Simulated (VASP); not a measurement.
AlN, 2 atoms in the cell. It takes space group I-4m2 (No. 119, tetragonal). The conventional cell has a = 3.059 Å, b = 3.059 Å, c = 4.415 Å, α = 90.00°, β = 90.00°, γ = 90.00°. Al (site symmetry -4m2) has 4 N at 1.89 Å within 2.5 Å. N (site symmetry -4m2) has 4 Al at 1.89 Å within 2.5 Å.  This cell differs from its parent crystal: epitaxial xy strain -1.0%.

```yaml
Program: VASP 6.6.1
Task: single point
Functional: PBE
Potentials_or_basis: VASP PAW PBE potentials, release 64 (Al, N)
Cutoff: 520 eV
k_mesh: 10 × 10 × 10
Occupations: fermi-dirac, width 0.02 eV
Spin: no spin polarisation
Dipole_correction: no
Further_INCAR_settings: ALGO = Normal; EDIFF = 1e-07; NBANDS = 11
```

Potentials or basis: VASP PAW PBE potentials, release 64 (Al, N).

Launch:

```console
$ cat potpaw_PBE.64/Al/POTCAR potpaw_PBE.64/N/POTCAR > POTCAR
$ mpirun -np 1 vasp_std > vasp.out
```

Hardware: 1 thread of Intel(R) Xeon(R) 6975P-C (Granite Rapids) (shared host).

Estimate the wall time of this run.

Run time: 5.7 s on 1 thread of Intel(R) Xeon(R) 6975P-C (Granite Rapids) (shared host), peak memory 0.14 GiB. Counts: scf iterations 12, k points 102.
